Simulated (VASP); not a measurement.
Input of a VASP 6.6.1 run:

File POSCAR:

```
C
1.0
   -0.5638545350      1.5505999714      1.5505999714
    1.5505999714     -0.5638545350      1.5505999714
    1.5505999714      1.5505999714     -0.5638545350
C
2
Direct
    0.5000000000      0.5000000000      0.5000000000
    0.7500000000      0.7500000000      0.7500000000
```

The input INCAR.step1:

```
PREC = Accurate ; ENCUT = 520
ISMEAR = 0 ; SIGMA = 0.05
LREAL = F ; LASPH = T
NELM = 60 ; NBANDS = 11
GGA = PE ; ALGO = Normal
EDIFF = 1E-4 ; LWAVE = T
LCHARG = F
```

Contents of INCAR.step2:

```
PREC = Accurate ; ENCUT = 520
EDIFF = 1E-6 ; ISMEAR = 0
SIGMA = 0.05 ; LREAL = F
LASPH = T ; NELM = 60
ALGO = Normal ; ISIF = 2
LWAVE = F ; LCHARG = T
METAGGA = R2SCAN ; LMIXTAU = T
LELF = T ; LVHAR = T
NBANDS = 11 ; ISTART = 1
```

KPOINTS

```
regular mesh
0
Gamma
  12 12 12
```

Potentials or basis: VASP PAW PBE potentials, release 64 (C).

Launch:

```sh
$ cat potpaw_PBE.64/C/POTCAR > POTCAR
$ cp INCAR.step1 INCAR
$ mpirun -np 1 vasp_std > vasp.out
$ cp INCAR.step2 INCAR
$ mpirun -np 1 vasp_std > vasp.out
```

Problem. Estimate the pressure.

Solution. 189.5 GPa.

Problem. What does it give for the band gap on the k mesh?

Solution. Zero (band 4 reaches 12.19 eV, above the bottom of band 5 at 10.00 eV).

Problem. Predict the largest force.

Solution. 25.205 eV/Å.

Stress tensor (GPa, compression positive):
```
189.49 218.58 218.58
218.58 189.49 218.58
218.58 218.58 189.49
```

Caveat: the PAW data sets were made with another functional, which shifts forces and pressure a little.
